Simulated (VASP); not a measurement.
Set up this calculation in VASP 6.6.1, as the native input.

```
Task                   : single point
Functional             : PBE
Potentials or basis    : VASP PAW PBE potentials, release 64 (Te, Mo_sv)
Cutoff                 : 500 eV
k mesh                 : 4 × 4 × 2
Occupations            : gaussian, width 0.2 eV
Spin                   : no spin polarisation
Dipole correction      : no
Further INCAR settings : ALGO = Normal; EDIFF = 1e-06; NBANDS = 43
```

The structure of TeMo2 lies in POSCAR:

```
TeMo2
1.0
    4.2364429832     -0.0000000028      0.0000000000
   -2.1182214892      3.6688672465      0.0000000000
    0.0000000000      0.0000000000     10.0633851868
Te Mo
2 4
Direct
    0.3333333333      0.6666666667      0.7896459647
    0.6666666667      0.3333333333      0.2896459647
    0.0000000000      0.0000000000      0.4405613876
    0.0000000000      0.0000000000      0.9405613876
    0.0000000000      0.0000000000      0.6385909377
    0.0000000000      0.0000000000      0.1385909377
```

The cell was built from a structure type or drawn by symmetry, and may not be a known phase.

These files were run (other wordings do the same):

INCAR

```
SYSTEM = TeMo2
  PREC = Accurate
  ENCUT = 500
  EDIFF = 1E-6
  ISMEAR = 0
  SIGMA = 0.2
  LREAL = .FALSE.
  LASPH = .TRUE.
  NELM = 120
  ALGO = Normal
  ISIF = 2
  LWAVE = .FALSE.
  LCHARG = .FALSE.
  GGA = PE
  NBANDS = 43
  GGA_COMPAT = .FALSE.
```

KPOINTS

```
Automatic mesh
0
G
  4 4 2
  0 0 0
```

Potentials or basis: VASP PAW PBE potentials, release 64 (Te, Mo_sv).

Command:

```sh
$ cat potpaw_PBE.64/Te/POTCAR potpaw_PBE.64/Mo_sv/POTCAR > POTCAR
$ mpirun -np 1 vasp_std > vasp.out
```

Results of the run:

- Pressure: 1.0 GPa
- Largest force: 0.783 eV/Å
- Band gap on the k mesh: zero (bands 34 and 35 overlap by 0.25 eV)

Caveat: the k points lie up to 0.43 Å⁻¹ apart; atoms lie so close that the PAW spheres overlap strongly, which falsifies energies and pressures; spin-orbit coupling is left out, which moves the levels of the heavy elements.

It took 42 s on 1 thread of AMD EPYC 9R45 96-Core Processor (Zen 5), with other jobs on the host, peak memory 0.24 GiB.
